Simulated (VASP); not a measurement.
# CdW (P2/c) in VASP: single point with PBE

Aim: the single point of CdW with PBE.

All numbers are computed with VASP 6.6.1; they aren't measurements. Logs are shortened: lines on timing, memory, paths and dates and some standing lists are left out, and cuts for length are marked.

## Step 1: The cell of the first run

The structure is monoclinic, space group P2/c (No. 13). The conventional cell has a = 5.093 Å, b = 6.160 Å, c = 5.355 Å, α = 90.00°, β = 90.33°, γ = 90.00°. W (site symmetry 2) has 2 W at 3.49 Å and 8 Cd at 3.78 to 4.01 Å within 4.6 Å. Within 4.6 Å of Cd (site symmetry 2) lie 2 Cd at 3.48 Å and 8 W at 3.78 to 4.01 Å.

## Step 2: Single point, PBE

File INCAR:

```
PREC = Accurate
ENCUT = 520
EDIFF = 1E-7
ISMEAR = -1
SIGMA = 0.1
LREAL = F
LASPH = T
NELM = 80
ALGO = Normal
ISIF = 2
LWAVE = F
LCHARG = F
GGA = PE
NBANDS = 34
```

File KPOINTS:

```
Automatic mesh
0
Gamma
  7 6 6
```

File POSCAR:

```
CdW
1.0
    5.0934690000      0.0000000000      0.0000000000
    0.0000000000      6.1600500000      0.0000000000
    0.0308440000      0.0000000000      5.3545860000
W Cd
2 2
Direct
    0.0000000000      0.1820000000      0.2500000000
    0.0000000000      0.8180000000      0.7500000000
    0.5000000000      0.6800000000      0.2500000000
    0.5000000000      0.3200000000      0.7500000000
```

Potentials or basis: VASP PAW PBE potentials, release 64 (W_sv, Cd).

Run with:

```sh
$ cat potpaw_PBE.64/W_sv/POTCAR potpaw_PBE.64/Cd/POTCAR > POTCAR
$ mpirun -np 1 vasp_std > vasp.out
```

OUTCAR:

```text
PREC = Accurate
   ENCUT = 520
   EDIFF = 1E-7
   ISMEAR = -1
   LREAL = F
   LASPH = T
   NELM = 80
   ISIF = 2
   GGA = PE

 ion  position               nearest neighbor table
   1  0.000  0.182  0.250-
   2  0.000  0.818  0.750-
   3  0.500  0.680  0.250-   4 3.48   4 3.48
   4  0.500  0.320  0.750-   3 3.48   3 3.48

  LATTYP: Found a simple monoclinic cell.
 ALAT       =     5.0934690000
 B/A-ratio  =     1.2094016867
 C/A-ratio  =     1.0512825021
 COS(beta)  =    -0.0057602004

  Lattice vectors:

 A1 = (   5.0934690000,   0.0000000000,   0.0000000000)
 A2 = (   0.0000000000,  -6.1600500000,   0.0000000000)
 A3 = (  -0.0308440000,   0.0000000000,  -5.3545860000)

Analysis of symmetry for initial positions (statically):
=====================================================================
 Subroutine PRICEL returns:
 Original cell was already a primitive cell.

 Routine SETGRP: Setting up the symmetry group for a
 simple monoclinic supercell.

 Subroutine GETGRP returns: Found  4 space group operations
 (whereof  2 operations were pure point group operations)
 out of a pool of  4 trial point group operations.

The static configuration has the point symmetry S_2 .
 The point group associated with its full space group is C_2h.

Analysis of symmetry for dynamics (positions and initial velocities):
=====================================================================
 Subroutine PRICEL returns:
 Original cell was already a primitive cell.

 Routine SETGRP: Setting up the symmetry group for a
 simple monoclinic supercell.

 Subroutine GETGRP returns: Found  4 space group operations
 (whereof  2 operations were pure point group operations)
 out of a pool of  4 trial point group operations.

The dynamic configuration has the point symmetry S_2 .
 The point group associated with its full space group is C_2h.

 Subroutine INISYM returns: Found  4 space group operations
 (whereof  2 operations are pure point group operations),
 and found     1 'primitive' translations

----------------------------------------------------------------------------------------

                                     Primitive cell

  volume of cell :     168.0056

  direct lattice vectors                    reciprocal lattice vectors
     5.093469000  0.000000000  0.000000000     0.196329849  0.000000000 -0.001130918
     0.000000000  6.160050000  0.000000000     0.000000000  0.162336345  0.000000000
     0.030844000  0.000000000  5.354586000     0.000000000  0.000000000  0.186755801

  length of vectors
     5.093469000  6.160050000  5.354674835     0.196333106  0.162336345  0.186755801

  position of ions in fractional coordinates (direct lattice)
     0.000000000  0.182000000  0.250000000
     0.000000000  0.818000000  0.750000000
     0.500000000  0.680000000  0.250000000
     0.500000000  0.320000000  0.750000000

  ion indices of the primitive-cell ions
   primitive index   ion index
                 1           1
                 2           2
                 3           3
                 4           4

----------------------------------------------------------------------------------------

 KPOINTS: Automatic mesh

Automatic generation of k-mesh.
 Grid dimensions read from file:
 generate k-points for:    7    6    6

 Generating k-lattice:

  Cartesian coordinates                     Fractional coordinates (reciprocal lattice)
     0.028047121  0.000000000 -0.000161560     0.142857143  0.000000000  0.000000000
     0.000000000  0.027056057  0.000000000     0.000000000  0.166666667  0.000000000
     0.000000000  0.000000000  0.031125967     0.000000000  0.000000000  0.166666667

  Length of vectors
     0.028047587  0.027056057  0.031125967

  Shift w.r.t. Gamma in fractional coordinates (k-lattice)
     0.000000000  0.000000000  0.000000000

 Subroutine IBZKPT returns following result:
 ===========================================

 Found     88 irreducible k-points:

 Following reciprocal coordinates:
            Coordinates               Weight
  0.000000  0.000000  0.000000      1.000000
  0.142857  0.000000 -0.000000      2.000000
  0.285714  0.000000 -0.000000      2.000000
  0.428571  0.000000  0.000000      2.000000
  0.000000  0.166667  0.000000      2.000000
  0.142857  0.166667 -0.000000      4.000000
[... 16 lines left out ...]
 -0.142857  0.000000  0.166667      2.000000
  0.000000  0.166667  0.166667      4.000000
 [... further k-points ...]
   k-points           NKPTS =     88   k-points in BZ     NKDIM =     88   number of bands    NBANDS=     34
   number of dos      NEDOS =    301   number of ions     NIONS =      4
   total plane-waves  NPLWV =  76800
   dimension x,y,z NGX =    40 NGY =   48 NGZ =   40
   dimension x,y,z NGXF=    80 NGYF=   96 NGZF=   80
   ions per type =               2   2
   NGX,Y,Z   is equivalent  to a cutoff of  13.06, 12.95, 12.42 a.u.
   NGXF,Y,Z  is equivalent  to a cutoff of  26.11, 25.91, 24.84 a.u.
 SYSTEM =  unknown system
   PREC   = accura    normal or accurate (medium, high low for compatibility)
   ISTART =      0    job   : 0-new  1-cont  2-samecut
   ICHARG =      2    charge: 1-file 2-atom 10-const
   ISPIN  =      1    spin polarized calculation?
   LNONCOLLINEAR =      F non collinear calculations
   LSORBIT =      F    spin-orbit coupling
   LASPH  =      T    aspherical Exc in radial PAW
   ENCUT  =  520.0 eV  38.22 Ry    6.18 a.u.   9.47 11.45  9.96*2*pi/ulx,y,z
   NELM   =     80;   NELMIN=  2; NELMDL= -5     # of ELM steps
   EDIFF  = 0.1E-06   stopping-criterion for ELM
   LREAL  =      F    real-space projection
   EDIFFG = 0.1E-05   stopping-criterion for IOM
   NSW    =      0    number of steps for IOM
   IBRION =     -1    ionic relax: 0-MD 1-quasi-New 2-CG
   NFREE  =      0    steps in history (QN), initial steepest desc. (CG)
   ISIF   =      2    stress and relaxation
   ISYM   =      2    0-nonsym 1-usesym 2-fastsym
   POTIM  = 0.5000    time-step for ionic-motion
   TEBEG  =    0.0;   TEEND  =   0.0 temperature during run
   PSTRESS=    0.0 pullay stress
   NELECT =      52.0000    total number of electrons
   NUPDOWN=      -1.0000    fix difference up-down
   EMIN   =  10.00;   EMAX   =-10.00  energy-range for DOS
   EFERMI =   0.00;   METHOD = LEGACY
   ISMEAR =    -1;   SIGMA  =   0.10  broadening in eV -4-tet -1-fermi 0-gaus
   EFERMI_NEDOS =   21; number of points for ismear=-14 and -15
   IALGO  =     38    algorithm
   IMIX   =      4    mixing-type and parameters
     AMIX     =   0.40;   BMIX     =  1.00
     AMIX_MAG =   1.60;   BMIX_MAG =  1.00
  volume/ion in A,a.u.               =      42.00       283.44
  Fermi-wavevector in a.u.,A,eV,Ry     =   1.107392  2.092667 16.685053  1.226317
  Thomas-Fermi vector in A             =   2.243906
   LORBIT       =      0    0 simple, 1 ext, 2 COOP (PROOUT), +10 PAW based schemes
   GGA     = PE    functional components
   LHFCALC =     F    Hartree Fock is set to
   AEXX    =    0.0000 exact exchange contribution
   IVDW    =     0    specifies the selected vdW correction
   LEPSILON=     F    determine dielectric tensor
   LRPA    =     F    only Hartree local field effects (RPA)
 non-spin polarized calculation
  energy-cutoff  :      520.00
  volume of cell :      168.01
 maximum number of plane-waves:      4551
 NGX is ok and might be reduce to    40
   NGX = 19   NGY = 23   NGZ = 19

 number of electron      51.9999990 magnetization

 Free energy of the ion-electron system (eV)
  ---------------------------------------------------
  ext. energy  EPLUGINS =         0.00000000
  ---------------------------------------------------
  free energy    TOTEN  =       -12.69888049 eV

  energy without entropy =      -12.36827783  energy(sigma->0) =      -12.53357916

 E-fermi :   0.4954     XC(G=0):  -8.3802

 val. band max:        0.4942085014   @ k =  -0.1429   0.1667   0.1667
 cond. band min:       0.4976743178   @ k =   0.1429   0.1667   0.1667
 fundamental gap:      0.0034658164
 Fermi energy:         0.4953650298

 k-point     1 :       0.0000    0.0000    0.0000
  band No.  band energies     occupation
      1     -74.1546      2.00000
      2     -74.1529      2.00000
      3     -38.2548      2.00000
      4     -38.2497      2.00000
      5     -38.2419      2.00000
      6     -38.2298      2.00000
[... 26 lines left out ...]
     33       2.2127      0.00000
     34       2.3538      0.00000

 k-point     2 :       0.1429    0.0000   -0.0000
  band No.  band energies     occupation
      1     -74.1546      2.00000
      2     -74.1529      2.00000
      3     -38.2548      2.00000
      4     -38.2498      2.00000
      5     -38.2419      2.00000
      6     -38.2298      2.00000
[... 26 lines left out ...]
     33       1.9855      0.00000
     34       2.2372      0.00000

 k-point     3 :       0.2857    0.0000   -0.0000
  band No.  band energies     occupation
      1     -74.1546      2.00000
      2     -74.1529      2.00000
      3     -38.2550      2.00000
      4     -38.2499      2.00000
      5     -38.2419      2.00000
      6     -38.2298      2.00000
[... 26 lines left out ...]
     33       2.2394      0.00000
     34       2.6682      0.00000

 k-point     4 :       0.4286    0.0000    0.0000
  band No.  band energies     occupation
      1     -74.1546      2.00000
      2     -74.1529      2.00000
      3     -38.2550      2.00000
      4     -38.2500      2.00000
      5     -38.2419      2.00000
      6     -38.2298      2.00000
[... 26 lines left out ...]
     33       2.8254      0.00000
     34       3.5345      0.00000

 k-point     5 :       0.0000    0.1667    0.0000
  band No.  band energies     occupation
      1     -74.1546      2.00000
      2     -74.1529      2.00000
      3     -38.2548      2.00000
      4     -38.2498      2.00000
      5     -38.2417      2.00000
      6     -38.2298      2.00000
[... 621 lines left out ...]
 k-point    22 :      -0.2857    0.0000    0.1667
  band No.  band energies     occupation
      1     -74.1544      2.00000
      2     -74.1530      2.00000
      3     -38.2546      2.00000
      4     -38.2502      2.00000
      5     -38.2418      2.00000
      6     -38.2328      2.00000
[... 26 lines left out ...]
     33       2.4685      0.00000
     34       3.4291      0.00000

 k-point    23 :      -0.1429    0.0000    0.1667
  band No.  band energies     occupation
      1     -74.1544      2.00000
      2     -74.1530      2.00000
      3     -38.2545      2.00000
      4     -38.2501      2.00000
      5     -38.2418      2.00000
      6     -38.2328      2.00000
[... 26 lines left out ...]
     33       2.1787      0.00000
     34       3.7145      0.00000

 k-point    24 :       0.0000    0.1667    0.1667
  band No.  band energies     occupation
      1     -74.1545      2.00000
      2     -74.1530      2.00000
      3     -38.2544      2.00000
      4     -38.2501      2.00000
      5     -38.2417      2.00000
      6     -38.2329      2.00000
[... 26 lines left out ...]
     33       2.8581      0.00000
     34       2.9556      0.00000

 [... further k-points ...]
[... 5 lines left out ...]
  --------------------------------------------------------------------------------------
  -------------------------------------------------------------------------------------
  Total      -11.8515300    -16.5297589    -19.2089366      0.0000000      0.0000000      0.0190766
  in kB     -113.0215349   -157.6352348   -183.1850813      0.0000000      0.0000000      0.1819229
  external PRESSURE =    -151.2806170 kB  Pullay stress =       0.0000000 kB

 VOLUME and BASIS-vectors are now :
 -----------------------------------------------------------------------------
  energy-cutoff  :      520.00
  volume of cell :      168.01
      direct lattice vectors                 reciprocal lattice vectors
     5.093469000  0.000000000  0.000000000     0.196329849  0.000000000 -0.001130918
     0.000000000  6.160050000  0.000000000     0.000000000  0.162336345  0.000000000
     0.030844000  0.000000000  5.354586000     0.000000000  0.000000000  0.186755801

 POSITION                                       TOTAL-FORCE (eV/Angst)
 -----------------------------------------------------------------------------------
      0.00771      1.12113      1.33865        -0.000000     -2.459600      0.000000
      0.02313      5.03892      4.01594        -0.000000      2.459600     -0.000000
      2.55445      4.18883      1.33865         0.000000      0.222313      0.000000
      2.56987      1.97122      4.01594         0.000000     -0.222313     -0.000000
 -----------------------------------------------------------------------------------
    total drift:                               -0.000000      0.000000     -0.000000

  FREE ENERGIE OF THE ION-ELECTRON SYSTEM (eV)
  ---------------------------------------------------
  free  energy   TOTEN  =       -12.6988804861 eV

  energy  without entropy=      -12.3682778303  energy(sigma->0) =      -12.53357916
```

It took 8.4 min on 1 thread of Oxide Virtual Turin-like, shared host; peak memory 0.52 GiB.

Results:

- Free energy: -12.6989 eV
- Pressure: -15.1 GPa
- Largest force: 2.460 eV/Å
- Band gap on the k mesh: zero (band 26 reaches 0.63 eV, above the bottom of band 27 at 0.36 eV)

Forces in eV/Å, atoms in the order of the input:
```
W    0.000 -2.460  0.000
W    0.000  2.460  0.000
Cd   0.000  0.222  0.000
Cd   0.000 -0.222  0.000
```

Levels at points of the mesh, in eV from the Fermi level:
| k point | band 23 | band 24 | band 25 | band 26 | band 27 | band 28 | band 29 | band 30 |
| --- | --- | --- | --- | --- | --- | --- | --- | --- |
| (0.00, 0.00, 0.00) | -0.46 | -0.28 | -0.18 | -0.16 | 0.34 | 0.53 | 0.92 | 0.93 |
| (0.00, 0.50, 0.00) | -0.58 | -0.16 | -0.14 | -0.10 | 0.03 | 0.12 | 0.35 | 0.47 |
| (0.00, 0.00, 0.50) | -0.35 | -0.35 | -0.33 | -0.33 | 0.28 | 0.28 | 0.48 | 0.48 |
| (0.00, 0.50, 0.50) | -0.55 | -0.55 | -0.47 | -0.47 | 0.12 | 0.12 | 0.51 | 0.51 |

Caveat: spin-orbit coupling is left out, which moves the levels of the heavy elements; forces of over 1 eV/Å act on the atoms, so gaps and moduli don't describe the material at rest.
